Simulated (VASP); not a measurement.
BaTiO3:

```xyz
5
Lattice="3.9259 0.0000 0.0000 0.0000 3.9724 0.0000 0.0000 0.0000 4.1122" Properties=species:S:1:pos:R:3 pbc="T T T"
Ba    0.0000    0.0000   -0.0175
Ti    1.9629    1.9862    1.9640
O     1.9629    1.9862    0.1394
O     1.9629    0.0000    2.1233
O     0.0000    1.9862    2.1359
```

This cell differs from its parent crystal: uniaxial x strain -1.2%.

Base run:

- Program: VASP 6.6.1
- Functional: PBE
- Potentials or basis: VASP PAW PBE potentials, release 64 (Ba_sv, Ti_sv, O)
- Cutoff: 520 eV
- k mesh: 6 × 6 × 6
- Occupations: fermi-dirac, width 0.02 eV
- Spin: no spin polarisation

Its results: band gap on the k mesh 1.83 eV, indirect (least direct gap 2.32 eV); pressure 7.0 GPa; largest force 0.195 eV/Å.

The run is repeated on the same cell with these changes: functional from PBE to r2SCAN; occupations from fermi-dirac, width 0.02 eV to gaussian, width 0.01 eV. What comes out?

Band gap on the k mesh 2.23 eV, indirect (least direct gap 2.74 eV); pressure 4.1 GPa; largest force 0.160 eV/Å.

Caveats: spin-orbit coupling is left out, which moves the levels of the heavy elements; the PAW data sets were made with another functional, which shifts forces and pressure a little (some runs).

A k mesh can miss the band edges.
